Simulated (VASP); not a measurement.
Here is a VASP 6.6.1 calculation.

File INCAR:

```
SYSTEM = Cd2S
PREC     = Accurate       ! precision mode
ENCUT    = 520            ! plane-wave cutoff, eV
EDIFF    = 1E-6           ! SCF threshold, eV
ISMEAR   = 0              ! smearing method
SIGMA    = 0.2            ! smearing width, eV
LREAL    = .False.        ! projectors in reciprocal space
LASPH    = .True.         ! aspherical terms in the spheres
NELM     = 100            ! most SCF steps
ALGO     = Normal         ! electronic algorithm
ISIF     = 2              ! what is computed and relaxed
LWAVE    = .False.        ! write WAVECAR
LCHARG   = .False.        ! write CHGCAR
GGA      = PE             ! functional
NBANDS   = 39             ! bands
```

The input KPOINTS:

```
regular mesh
0
Gamma
  4 4 2
  0 0 0
```

POSCAR

```
Cd2S
1.0
    4.1416774401      0.0000000000      0.0000000000
    0.0000000000      4.1416774401      0.0000000000
    0.0000000000      0.0000000000      9.0167469674
Cd S
4 2
Direct
    0.5000000000      0.5000000000      0.3452657860
    0.5000000000      0.5000000000      0.6547342140
    0.0000000000      0.0000000000      0.0000000000
    0.0000000000      0.0000000000      0.5000000000
    0.0000000000      0.5000000000      0.1684525747
    0.5000000000      0.0000000000      0.8315474253
```

Potentials or basis: VASP PAW PBE potentials, release 64 (Cd, S).

Launch:

```console
$ cat potpaw_PBE.64/Cd/POTCAR potpaw_PBE.64/S/POTCAR > POTCAR
$ mpirun -np 1 vasp_std > vasp.out
```

What does it give for the largest force?

0.061 eV/Å.

What does it give for the band gap on the k mesh?

Zero (bands 30 and 31 overlap by 1.16 eV).

Estimate the pressure.

0.3 GPa.

Forces on the atoms (eV/Å):
```
Cd   0.000  0.000  0.061
Cd   0.000  0.000 -0.061
Cd   0.000  0.000  0.000
Cd   0.000  0.000  0.000
S    0.000  0.000  0.003
S    0.000  0.000 -0.003
```

Caveat: the k points lie up to 0.38 Å⁻¹ apart, too coarse for converged energies and pressures of a metal.
